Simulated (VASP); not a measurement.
A run of VASP 6.6.1:

Contents of INCAR:

```
SYSTEM = AlIn3Sb2N2
PREC = Accurate
ENCUT = 520
EDIFF = 1E-6
ISMEAR = 0
SIGMA = 0.1
LREAL = Auto
LASPH = .TRUE.
NELM = 80
ALGO = Fast
ISIF = 2
LWAVE = .FALSE.
LCHARG = .TRUE.
GGA = PE
LELF = .TRUE.
LVHAR = .TRUE.
NBANDS = 76
```

Contents of KPOINTS:

```
Automatic mesh
0
G
  6 4 6
  0 0 0
```

The input POSCAR:

```
AlIn3Sb2N2
1.0
    7.0929337363      0.0000000000      0.0000000000
    0.0000000000      7.4120807441      0.0000000000
    0.0000000000      0.0000000000      6.8813692741
Al In Sb N
2 6 4 4
Direct
    0.0000000000      0.7489359530      0.9495629480
    0.5000000000      0.2510640470      0.4495629480
    0.7414871415      0.6150744439      0.5592964002
    0.2585128585      0.6150744439      0.5592964002
    0.5000000000      0.7856683609      0.9640345814
    0.0000000000      0.2143316391      0.4640345814
    0.2414871415      0.3849255561      0.0592964002
    0.7585128585      0.3849255561      0.0592964002
    0.0000000000      0.8409293988      0.3374142335
    0.5000000000      0.8845928577      0.3649907624
    0.5000000000      0.1590706012      0.8374142335
    0.0000000000      0.1154071423      0.8649907624
    0.2318184499      0.6397452664      0.8827023372
    0.7681815501      0.6397452664      0.8827023372
    0.7318184499      0.3602547336      0.3827023372
    0.2681815501      0.3602547336      0.3827023372
```

Potentials or basis: VASP PAW PBE potentials, release 64 (Al, In_d, Sb, N).

Launch:

```sh
$ cat potpaw_PBE.64/Al/POTCAR potpaw_PBE.64/In_d/POTCAR potpaw_PBE.64/Sb/POTCAR potpaw_PBE.64/N/POTCAR > POTCAR
$ mpirun -np 1 vasp_std > vasp.out
```

Hardware: 1 thread of Oxide Virtual Turin-like Processor, on a shared host.

Estimate the wall time of this run.

Run time: 75 min on 1 thread of Oxide Virtual Turin-like Processor, with other jobs on the host, peak memory 0.91 GiB. Counts: scf iterations 19, k points 48.
